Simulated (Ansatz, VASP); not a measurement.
## GaN in VASP and in Ansatz

POSCAR

```
GaN
1.0
    3.1800000000      0.0000000000      0.0000000000
   -1.5900000000      2.7539607840      0.0000000000
    0.0000000000      0.0000000000      5.1660000000
Ga N
2 2
Direct
    0.3333333333      0.6666666667      0.0000000000
    0.6666666667      0.3333333333      0.5000000000
    0.3333333333      0.6666666667      0.3850000000
    0.6666666667      0.3333333333      0.8850000000
```

The input INCAR.step1:

```
SYSTEM = GaN
  PREC = Accurate
  ENCUT = 520
  ISMEAR = -1
  SIGMA = 0.01
  LREAL = .False.
  LASPH = .True.
  NELM = 80
  NBANDS = 26
  GGA = PE
  ALGO = Normal
  EDIFF = 1E-4
  LWAVE = .True.
  LCHARG = .False.
```

INCAR.step2

```
SYSTEM = GaN
  PREC = Accurate
  ENCUT = 520
  EDIFF = 1E-8
  ISMEAR = -1
  SIGMA = 0.01
  LREAL = .False.
  LASPH = .True.
  NELM = 80
  ALGO = Normal
  ISIF = 2
  LWAVE = .False.
  LCHARG = .False.
  METAGGA = R2SCAN
  LMIXTAU = .True.
  LEFG = .True.
  NBANDS = 26
  ISTART = 1
```

The input KPOINTS:

```
Automatic mesh
0
Gamma
  12 12 7
  0 0 0
```

Input for Ansatz:

```yaml
crystal:
  lattice:
    - [3.18, 0.0, 0.0]
    - [-1.59, 2.753960784, 0.0]
    - [0.0, 0.0, 5.166]
  atoms:
    - { symbol: Ga, position: [0.3333333333, 0.6666666667, 0.0] }
    - { symbol: Ga, position: [0.6666666667, 0.3333333333, 0.5] }
    - { symbol: "N", position: [0.3333333333, 0.6666666667, 0.385] }
    - { symbol: "N", position: [0.6666666667, 0.3333333333, 0.885] }
kpoints:
  mp_grid: { grid: [12, 12, 7] }
scf:
  occupations: { method: fermi_dirac, width: 0.01 }
hamiltonian:
  xc: r2scan
  pseudopotentials: { kind: paw }
output:
  forces: true
  stress: true
  populations: true
  efg:
    quadrupole_moments_barn: { Ga: 0.107, "N": 0.02044 }
    contact_densities: true
  write_density: true
  write_potential: true
  elf: true
  volumetric_format: npy
```

Alike in both runs: task electric field gradients; functional r2SCAN; k mesh 12 × 12 × 7; occupations fermi-dirac, width 0.01 eV; no spin polarisation.

|  | VASP | Ansatz |
| --- | --- | --- |
| version | VASP 6.6.1 | Ansatz 0.2.0 |
| potentials or method | VASP PAW PBE potentials, release 64 (Ga_d, N) | plane-wave PAW, scalar-relativistic |
| plane-wave cutoff (eV) | 520 | 500 |
| valence electrons in the cell | 36 | 36 |

Ansatz gave:

| Property | Result |
| --- | --- |
| gap on the k mesh at the Fermi level (eV) | 2.35 |
| pressure (GPa) | 1.3 |
| traceless stress, the component that is largest in VASP (GPa) | -2.26 |
| rms of the force components (eV/Å) | 0.257 |
| size of Vzz on the site where it differs most (V/Å²) | 29.6 |

Problem. What did VASP give for the same quantities?

Solution. gap on the k mesh at the Fermi level (eV): 2.34; pressure (GPa): 2.4; traceless stress, the component that is largest in VASP (GPa): -2.47; rms of the force components (eV/Å): 0.266; size of Vzz on the site where it differs most (V/Å²): 27.8.

VASP's potentials were made for PBE, not for r2SCAN. Atom by atom the forces differ by 0.009 eV/Å (rms over components).
